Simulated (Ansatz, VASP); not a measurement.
# TaCu3O3: VASP beside Ansatz

```xyz
7
Lattice="4.3285 0.0000 0.0000 0.0000 4.3285 0.0000 0.0000 0.0000 4.3285" Properties=species:S:1:pos:R:3 pbc="T T T"
Ta    2.1642    2.1642    2.1642
Cu    0.0000    2.1642    0.0000
Cu    0.0000    0.0000    2.1642
Cu    2.1642    0.0000    0.0000
O     2.1642    0.0000    2.1642
O     2.1642    2.1642    0.0000
O     0.0000    2.1642    2.1642
```

Change from the starting cell: species swapped into the LiCu3O3 type (Pm-3m, No. 221).

Alike in both runs: functional PBE; k mesh 4 × 4 × 4; occupations gaussian, width 0.1 eV; collinear spin.

Ansatz relaxed the structure, and its values are those at the end. VASP's run is a single point on that final structure, the one shown.

```csv
,VASP,Ansatz
version,VASP 6.6.1,Ansatz 0.2.0
potentials or method,"VASP PAW PBE potentials, release 64 (Ta_pv, Cu, O), cutoff 520 eV","scalar-relativistic, plane waves, PAW"
valence electrons in the cell,62,88
```

Ansatz gave:

* gap on the k mesh at the Fermi level (eV): none
* pressure (GPa): 0.1
* net moment per atom (μB): 0.14
* size of the moment on the site where the two differ most (μB): 0.44

Which values does VASP return?

gap on the k mesh at the Fermi level (eV): none; pressure (GPa): 0.4; net moment per atom (μB): 0.14; size of the moment on the site where the two differ most (μB): 0.71.

Site moments also hang on the region over which each program counts them. A gap of «none» marks a metal or a gap that the smearing closes. VASP's potentials hold 62 valence electrons a cell and Ansatz's 88, so a difference there can come from the potentials and not from the codes. Ansatz's warnings: seeded moment not kept.

The k mesh is coarse, so the values compare programs but aren't converged. Neither program's run includes spin-orbit coupling.
